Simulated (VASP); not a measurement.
# Na2Cl3 (P4/mmm) in VASP: notebook

The runs below take Na2Cl3 through single point, relaxation of cell and atoms, with PBE.

Everything below comes from runs of VASP 6.6.1. Logs are shortened: lines on timing, memory, paths and dates and some standing lists are left out, and cuts for length are marked.

**1. The cell of the first run**

The structure is tetragonal, space group P4/mmm (No. 123). The conventional cell has a = 4.610 Å, b = 4.610 Å, c = 8.541 Å, α = 90.00°, β = 90.00°, γ = 90.00°. Within 3.4 Å of Na (site symmetry 4mm) lie 5 Cl at 2.58 to 2.86 Å and 1 Na at 3.37 Å. Within 3.4 Å of Cl (site symmetry 4/mmm) lie 2 Na at 2.58 Å. Within 3.8 Å of Cl (site symmetry mmm) lie 4 Na at 2.86 Å and 4 Cl at 3.26 Å.

**2. Single point, PBE**

The input, INCAR:

```
SYSTEM = Na2Cl3
PREC = Accurate ; ENCUT = 520
EDIFF = 1E-7 ; ISMEAR = 0
SIGMA = 0.1 ; LREAL = .FALSE.
LASPH = .TRUE. ; NELM = 100
ALGO = Normal ; ISIF = 2
LWAVE = .FALSE. ; LCHARG = .FALSE.
GGA = PE ; NBANDS = 26
```

The input, KPOINTS:

```
regular mesh
0
G
  8 8 6
  0 0 0
```

The input, POSCAR:

```
Na2Cl3
1.0
    4.6096518965      0.0000000000      0.0000000000
    0.0000000000      4.6096518965      0.0000000000
    0.0000000000      0.0000000000      8.5406105210
Na Cl
2 3
Direct
    0.0000000000      0.0000000000      0.6974495122
    0.0000000000      0.0000000000      0.3025504878
    0.0000000000      0.0000000000      0.0000000000
    0.0000000000      0.5000000000      0.5000000000
    0.5000000000      0.0000000000      0.5000000000
```

Potentials or basis: VASP PAW PBE potentials, release 64 (Na_pv, Cl).

Started as:

```bash
$ cat potpaw_PBE.64/Na_pv/POTCAR potpaw_PBE.64/Cl/POTCAR > POTCAR
$ mpirun -np 1 vasp_std > vasp.out
```

OUTCAR:

```text
SYSTEM = Na2Cl3
   PREC = Accurate
   ENCUT = 520
   EDIFF = 1E-7
   ISMEAR = 0
   LREAL = .FALSE.
   LASPH = .TRUE.
   NELM = 100
   ISIF = 2
   GGA = PE

 ion  position               nearest neighbor table
   1  0.000  0.000  0.697-   3 2.58
   2  0.000  0.000  0.303-   3 2.58
   3  0.000  0.000  0.000-   1 2.58   2 2.58
   4  0.000  0.500  0.500-
   5  0.500  0.000  0.500-

  LATTYP: Found a simple tetragonal cell.
 ALAT       =     4.6096518965
 C/A-ratio  =     1.8527669145

  Lattice vectors:

 A1 = (   4.6096518965,   0.0000000000,   0.0000000000)
 A2 = (   0.0000000000,   4.6096518965,   0.0000000000)
 A3 = (   0.0000000000,   0.0000000000,   8.5406105210)

Analysis of symmetry for initial positions (statically):
=====================================================================
 Subroutine PRICEL returns:
 Original cell was already a primitive cell.

 Routine SETGRP: Setting up the symmetry group for a
 simple tetragonal supercell.

 Subroutine GETGRP returns: Found 16 space group operations
 (whereof 16 operations were pure point group operations)
 out of a pool of 16 trial point group operations.

The static configuration has the point symmetry D_4h.

Analysis of symmetry for dynamics (positions and initial velocities):
=====================================================================
 Subroutine PRICEL returns:
 Original cell was already a primitive cell.

 Routine SETGRP: Setting up the symmetry group for a
 simple tetragonal supercell.

 Subroutine GETGRP returns: Found 16 space group operations
 (whereof 16 operations were pure point group operations)
 out of a pool of 16 trial point group operations.

The dynamic configuration has the point symmetry D_4h.

 Subroutine INISYM returns: Found 16 space group operations
 (whereof 16 operations are pure point group operations),
 and found     1 'primitive' translations

----------------------------------------------------------------------------------------

                                     Primitive cell

  volume of cell :     181.4785

  direct lattice vectors                    reciprocal lattice vectors
     4.609651896  0.000000000  0.000000000     0.216936121  0.000000000  0.000000000
     0.000000000  4.609651896  0.000000000     0.000000000  0.216936121  0.000000000
     0.000000000  0.000000000  8.540610521     0.000000000  0.000000000  0.117087648

  length of vectors
     4.609651896  4.609651896  8.540610521     0.216936121  0.216936121  0.117087648

  position of ions in fractional coordinates (direct lattice)
     0.000000000  0.000000000  0.697449512
     0.000000000  0.000000000  0.302550488
     0.000000000  0.000000000  0.000000000
     0.000000000  0.500000000  0.500000000
     0.500000000  0.000000000  0.500000000

  ion indices of the primitive-cell ions
   primitive index   ion index
                 1           1
                 2           2
                 3           3
                 4           4
                 5           5

----------------------------------------------------------------------------------------

 KPOINTS: regular mesh

Automatic generation of k-mesh.
 Grid dimensions read from file:
 generate k-points for:    8    8    6

 Generating k-lattice:

  Cartesian coordinates                     Fractional coordinates (reciprocal lattice)
     0.027117015  0.000000000  0.000000000     0.125000000  0.000000000  0.000000000
     0.000000000  0.027117015  0.000000000     0.000000000  0.125000000  0.000000000
     0.000000000  0.000000000  0.019514608     0.000000000  0.000000000  0.166666667

  Length of vectors
     0.027117015  0.027117015  0.019514608

  Shift w.r.t. Gamma in fractional coordinates (k-lattice)
     0.000000000  0.000000000  0.000000000

 Subroutine IBZKPT returns following result:
 ===========================================

 Found     60 irreducible k-points:

 Following reciprocal coordinates:
            Coordinates               Weight
  0.000000  0.000000  0.000000      1.000000
  0.125000  0.000000  0.000000      4.000000
  0.250000  0.000000  0.000000      4.000000
  0.375000  0.000000  0.000000      4.000000
  0.500000  0.000000  0.000000      2.000000
  0.125000  0.125000  0.000000      4.000000
[... 16 lines left out ...]
  0.375000  0.125000  0.166667     16.000000
  0.500000  0.125000  0.166667      8.000000
 [... further k-points ...]
   k-points           NKPTS =     60   k-points in BZ     NKDIM =     60   number of bands    NBANDS=     26
   number of dos      NEDOS =    301   number of ions     NIONS =      5
   total plane-waves  NPLWV =  82944
   dimension x,y,z NGX =    36 NGY =   36 NGZ =   64
   dimension x,y,z NGXF=    72 NGYF=   72 NGZF=  128
   ions per type =               2   3
   NGX,Y,Z   is equivalent  to a cutoff of  12.98, 12.98, 12.46 a.u.
   NGXF,Y,Z  is equivalent  to a cutoff of  25.97, 25.97, 24.92 a.u.
 SYSTEM =  Na2Cl3
   PREC   = accura    normal or accurate (medium, high low for compatibility)
   ISTART =      0    job   : 0-new  1-cont  2-samecut
   ICHARG =      2    charge: 1-file 2-atom 10-const
   ISPIN  =      1    spin polarized calculation?
   LNONCOLLINEAR =      F non collinear calculations
   LSORBIT =      F    spin-orbit coupling
   LASPH  =      T    aspherical Exc in radial PAW
   ENCUT  =  520.0 eV  38.22 Ry    6.18 a.u.   8.57  8.57 15.88*2*pi/ulx,y,z
   NELM   =    100;   NELMIN=  2; NELMDL= -5     # of ELM steps
   EDIFF  = 0.1E-06   stopping-criterion for ELM
   LREAL  =      F    real-space projection
   EDIFFG = 0.1E-05   stopping-criterion for IOM
   NSW    =      0    number of steps for IOM
   IBRION =     -1    ionic relax: 0-MD 1-quasi-New 2-CG
   NFREE  =      0    steps in history (QN), initial steepest desc. (CG)
   ISIF   =      2    stress and relaxation
   ISYM   =      2    0-nonsym 1-usesym 2-fastsym
   POTIM  = 0.5000    time-step for ionic-motion
   TEBEG  =    0.0;   TEEND  =   0.0 temperature during run
   PSTRESS=    0.0 pullay stress
   NELECT =      35.0000    total number of electrons
   NUPDOWN=      -1.0000    fix difference up-down
   EMIN   =  10.00;   EMAX   =-10.00  energy-range for DOS
   EFERMI =   0.00;   METHOD = LEGACY
   ISMEAR =     0;   SIGMA  =   0.10  broadening in eV -4-tet -1-fermi 0-gaus
   EFERMI_NEDOS =   21; number of points for ismear=-14 and -15
   IALGO  =     38    algorithm
   IMIX   =      4    mixing-type and parameters
     AMIX     =   0.40;   BMIX     =  1.00
     AMIX_MAG =   1.60;   BMIX_MAG =  1.00
  volume/ion in A,a.u.               =      36.30       244.94
  Fermi-wavevector in a.u.,A,eV,Ry     =   0.945850  1.787398 12.172221  0.894633
  Thomas-Fermi vector in A             =   2.073792
   LORBIT       =      0    0 simple, 1 ext, 2 COOP (PROOUT), +10 PAW based schemes
   GGA     = PE    functional components
   LHFCALC =     F    Hartree Fock is set to
   AEXX    =    0.0000 exact exchange contribution
   IVDW    =     0    specifies the selected vdW correction
   LEPSILON=     F    determine dielectric tensor
   LRPA    =     F    only Hartree local field effects (RPA)
 non-spin polarized calculation
 Gauss-broadening in eV      SIGMA  =   0.10
  energy-cutoff  :      520.00
  volume of cell :      181.48
 maximum number of plane-waves:      4914
 NGX is ok and might be reduce to    36
   NGX = 17   NGY = 17   NGZ = 31

 number of electron      35.0000012 magnetization

 Free energy of the ion-electron system (eV)
  ---------------------------------------------------
  ext. energy  EPLUGINS =         0.00000000
  ---------------------------------------------------
  free energy    TOTEN  =       -13.85018893 eV

  energy without entropy =      -13.80733214  energy(sigma->0) =      -13.82876053

 E-fermi :  -2.6706     XC(G=0):  -6.1439

 val. band max:       -2.6785930347   @ k =   0.1250   0.1250   0.0000
 cond. band min:      -2.6114668438   @ k =   0.5000   0.5000   0.0000
 fundamental gap:      0.0671261909
 Fermi energy:        -2.6706229284

 k-point     1 :       0.0000    0.0000    0.0000
  band No.  band energies     occupation
      1     -24.2484      2.00000
      2     -24.2484      2.00000
      3     -24.2443      2.00000
      4     -24.2443      2.00000
      5     -24.2407      2.00000
      6     -24.2064      2.00000
[... 18 lines left out ...]
     25       6.9658      0.00000
     26       7.0310      0.00000

 k-point     2 :       0.1250    0.0000    0.0000
  band No.  band energies     occupation
      1     -24.2491      2.00000
      2     -24.2484      2.00000
      3     -24.2446      2.00000
      4     -24.2443      2.00000
      5     -24.2405      2.00000
      6     -24.2064      2.00000
[... 18 lines left out ...]
     25       6.7602      0.00000
     26       7.1815      0.00000

 k-point     3 :       0.2500    0.0000    0.0000
  band No.  band energies     occupation
      1     -24.2507      2.00000
      2     -24.2483      2.00000
      3     -24.2454      2.00000
      4     -24.2442      2.00000
      5     -24.2399      2.00000
      6     -24.2063      2.00000
[... 18 lines left out ...]
     25       6.9449      0.00000
     26       7.6208      0.00000

 k-point     4 :       0.3750    0.0000    0.0000
  band No.  band energies     occupation
      1     -24.2523      2.00000
      2     -24.2482      2.00000
      3     -24.2462      2.00000
      4     -24.2442      2.00000
      5     -24.2394      2.00000
      6     -24.2062      2.00000
[... 18 lines left out ...]
     25       7.3456      0.00000
     26       8.1816      0.00000
[... 496 lines left out ...]
      1     -24.2507      2.00000
      2     -24.2490      2.00000
      3     -24.2454      2.00000
      4     -24.2446      2.00000
      5     -24.2389      2.00000
      6     -24.2070      2.00000
[... 18 lines left out ...]
     25       6.8656      0.00000
     26       7.4878      0.00000

 k-point    23 :       0.3750    0.1250    0.1667
  band No.  band energies     occupation
      1     -24.2522      2.00000
      2     -24.2489      2.00000
      3     -24.2462      2.00000
      4     -24.2445      2.00000
      5     -24.2384      2.00000
      6     -24.2069      2.00000
[... 18 lines left out ...]
     25       7.4484      0.00000
     26       7.9272      0.00000

 k-point    24 :       0.5000    0.1250    0.1667
  band No.  band energies     occupation
      1     -24.2529      2.00000
      2     -24.2489      2.00000
      3     -24.2465      2.00000
      4     -24.2445      2.00000
      5     -24.2382      2.00000
      6     -24.2069      2.00000
[... 18 lines left out ...]
     25       7.6688      0.00000
     26       7.7434      0.00000

 [... further k-points ...]

------------------------ aborting loop because EDIFF is reached ----------------------------------------

  FORCE on cell =-STRESS in cart. coord.  units (eV):
  Direction    XX          YY          ZZ          XY          YZ          ZX
  --------------------------------------------------------------------------------------
  -------------------------------------------------------------------------------------
  Total       -0.0345232     -0.0345232      0.0015566      0.0000000      0.0000000      0.0000000
  in kB       -0.3047872     -0.3047872      0.0137424      0.0000000      0.0000000      0.0000000
  external PRESSURE =      -0.1986107 kB  Pullay stress =       0.0000000 kB

 VOLUME and BASIS-vectors are now :
 -----------------------------------------------------------------------------
  energy-cutoff  :      520.00
  volume of cell :      181.48
      direct lattice vectors                 reciprocal lattice vectors
     4.609651896  0.000000000  0.000000000     0.216936121  0.000000000  0.000000000
     0.000000000  4.609651896  0.000000000     0.000000000  0.216936121  0.000000000
     0.000000000  0.000000000  8.540610521     0.000000000  0.000000000  0.117087648

 POSITION                                       TOTAL-FORCE (eV/Angst)
 -----------------------------------------------------------------------------------
      0.00000      0.00000      5.95664        -0.000000      0.000000     -0.003761
      0.00000      0.00000      2.58397        -0.000000      0.000000      0.003761
      0.00000      0.00000      0.00000         0.000000      0.000000      0.000000
      0.00000      2.30483      4.27031         0.000000      0.000000      0.000000
      2.30483      0.00000      4.27031         0.000000      0.000000      0.000000
 -----------------------------------------------------------------------------------
    total drift:                                0.000000     -0.000000      0.000000

  FREE ENERGIE OF THE ION-ELECTRON SYSTEM (eV)
  ---------------------------------------------------
  free  energy   TOTEN  =       -13.8501889270 eV

  energy  without entropy=      -13.8073321401  energy(sigma->0) =      -13.82876053
```

Wall time 3.6 min (1 thread of Intel Xeon Platinum 8259CL at 2.50GHz (Skylake/Cascade Lake), shared host); peak memory 0.4 GiB.

What came out:

- Free energy: -13.8502 eV
- Pressure: 0.0 GPa
- Largest force: 0.004 eV/Å

Forces on the atoms (eV/Å):
```
Na   0.000  0.000 -0.004
Na   0.000  0.000  0.004
Cl   0.000  0.000  0.000
Cl   0.000  0.000  0.000
Cl   0.000  0.000  0.000
```

Caveat: an odd number of electrons without spin polarisation forces a metal; a magnetic or distorted state may lie lower.

**3. Relaxation of cell and atoms, PBE**

This run uses another cell than the first one, of 35.91 Å³/atom, 0.989 times its volume.

The input, INCAR:

```
SYSTEM = Na2Cl3
PREC = Accurate ; ENCUT = 600
EDIFF = 1E-6 ; ISMEAR = 0
SIGMA = 0.1 ; LREAL = .False.
LASPH = .True. ; NELM = 100
ALGO = Normal ; ISIF = 3
LWAVE = .False. ; LCHARG = .False.
GGA = PE ; IBRION = 2
NSW = 100 ; EDIFFG = -0.01
```

The input, KPOINTS:

```
Automatic mesh
0
Gamma
  8 8 6
  0 0 0
```

The input, POSCAR:

```
Na2Cl3
1.0
    4.5890558936      0.0000000000      0.0000000000
    0.0000000000      4.5890558936      0.0000000000
    0.0000000000      0.0000000000      8.5261419427
Na Cl
2 3
Direct
    0.0000000000      0.0000000000      0.6985405833
    0.0000000000      0.0000000000      0.3014594167
    0.0000000000      0.0000000000      0.0000000000
    0.0000000000      0.5000000000      0.5000000000
    0.5000000000      0.0000000000      0.5000000000
```

Potentials or basis: VASP PAW PBE potentials, release 64 (Na_pv, Cl).

Started as:

```bash
$ cat potpaw_PBE.64/Na_pv/POTCAR potpaw_PBE.64/Cl/POTCAR > POTCAR
$ mpirun -np 1 vasp_std > vasp.out
```

It used 900 s of CPU time on 1 thread of Intel(R) Xeon(R) Platinum 8259CL CPU @ 2.50GHz (Skylake/Cascade Lake), with other jobs on the host.

The run converged. Its results:

| Property | Result |
| --- | --- |
| Free energy | -13.8505 eV |
| Relaxed volume | 36.29 Å³/atom |
| Relaxed cell | a = 4.607 Å, b = 4.607 Å, c = 8.550 Å, α = 90.00°, β = 90.00°, γ = 90.00° |
| Space group after relaxing (to 0.05 Å) | P4/mmm (No. 123) |
| Energy gained by relaxing | 0.2 meV/atom |
| Ionic steps | 5 |
| Pressure after relaxing | 0.0 GPa |
| Largest force after relaxing | 0.009 eV/Å |

Forces in eV/Å, atoms in the order of the input:
```
Na   0.000  0.000 -0.009
Na   0.000  0.000  0.009
Cl   0.000  0.000  0.000
Cl   0.000  0.000  0.000
Cl   0.000  0.000  0.000
```

The path:
```
step  energy change (eV)  largest force (eV/Å)  pressure (GPa)  volume (Å³)
   1              0.0000                0.0274            0.11       179.56
   2             -0.0005                0.0201            0.06       180.22
   3             -0.0007                0.0123            0.01       181.01
   4             -0.0007                0.0104            0.00       181.12
   5             -0.0008                0.0092           -0.01       181.44
```

Final structure:
```
CELL_PARAMETERS angstrom
4.60661 0.00000 0.00000
0.00000 4.60661 0.00000
0.00000 0.00000 8.55012
ATOMIC_POSITIONS crystal
Na 0.00000 0.00000 0.69780
Na 0.00000 0.00000 0.30220
Cl 0.00000 0.00000 0.00000
Cl 0.00000 0.50000 0.50000
Cl 0.50000 0.00000 0.50000
```

Levels at points of the mesh, in eV from the Fermi level:
| k point | band 16 | band 17 | band 18 | band 19 | band 20 | band 21 |
| --- | --- | --- | --- | --- | --- | --- |
| (0.00, 0.00, 0.00) | -0.06 | -0.05 | -0.05 | 4.68 | 6.89 | 7.42 |
| (0.50, 0.00, 0.00) | -0.77 | -0.44 | -0.02 | 6.52 | 7.05 | 7.43 |
| (0.50, 0.50, 0.00) | -0.37 | 0.06 | 0.41 | 7.60 | 7.80 | 8.02 |
| (0.00, 0.00, 0.50) | -0.06 | -0.05 | -0.05 | 5.59 | 5.70 | 7.14 |
| (0.50, 0.00, 0.50) | -0.82 | -0.42 | -0.02 | 6.85 | 7.01 | 7.52 |
| (0.50, 0.50, 0.50) | -0.35 | 0.06 | 0.41 | 7.07 | 7.27 | 7.70 |

Caveat: an odd number of electrons without spin polarisation forces a metal; a magnetic or distorted state may lie lower.

**4. Single point, PBE**

This run uses another cell than the first one, of 35.91 Å³/atom, 0.989 times its volume.

The input, INCAR:

```
SYSTEM = Na2Cl3
PREC = Accurate
ENCUT = 520
EDIFF = 1E-6
ISMEAR = 0
SIGMA = 0.1
LREAL = .FALSE.
LASPH = .TRUE.
NELM = 100
ALGO = Normal
ISIF = 2
LWAVE = .FALSE.
LCHARG = .FALSE.
GGA = PE
NBANDS = 26
```

The input, KPOINTS:

```
regular mesh
0
G
  4 4 4
  0 0 0
```

POSCAR is that of step 3.

Started as:

```bash
$ cat potpaw_PBE.64/Na_pv/POTCAR potpaw_PBE.64/Cl/POTCAR > POTCAR
$ mpirun -np 1 vasp_std > vasp.out
```

Wall time 1.9 min (1 thread of Intel Xeon Platinum 8259CL at 2.50GHz (Skylake/Cascade Lake), shared host); peak memory 0.29 GiB.

The run converged. Its results:

* Free energy: -13.8513 eV
* Pressure: 0.1 GPa
* Largest force: 0.011 eV/Å

Forces in eV/Å, atoms in the order of the input:
```
Na   0.000  0.000 -0.011
Na   0.000  0.000  0.011
Cl   0.000  0.000  0.000
Cl   0.000  0.000  0.000
Cl   0.000  0.000  0.000
```

Stress tensor (GPa, compression positive):
```
0.01 0.00 0.00
0.00 0.01 0.00
0.00 0.00 0.21
```

Levels at points of the mesh, in eV from the Fermi level:
| k point | band 15 | band 16 | band 17 | band 18 | band 19 | band 20 | band 21 | band 22 |
| --- | --- | --- | --- | --- | --- | --- | --- | --- |
| (0.00, 0.00, 0.00) | -0.07 | -0.07 | -0.07 | -0.07 | 4.67 | 6.86 | 7.42 | 8.41 |
| (0.50, 0.00, 0.00) | -1.11 | -0.79 | -0.46 | -0.03 | 6.52 | 7.05 | 7.41 | 8.20 |
| (0.50, 0.50, 0.00) | -0.39 | -0.39 | 0.02 | 0.41 | 7.58 | 7.77 | 8.00 | 8.17 |
| (0.00, 0.00, 0.50) | -0.07 | -0.07 | -0.07 | -0.07 | 5.58 | 5.69 | 7.10 | 9.29 |
| (0.50, 0.00, 0.50) | -1.11 | -0.84 | -0.44 | -0.03 | 6.84 | 7.02 | 7.52 | 7.53 |
| (0.50, 0.50, 0.50) | -0.37 | -0.37 | 0.02 | 0.41 | 7.06 | 7.24 | 7.69 | 7.69 |

Caveat: an odd number of electrons without spin polarisation forces a metal; a magnetic or distorted state may lie lower.

[end of part 1 of 2]
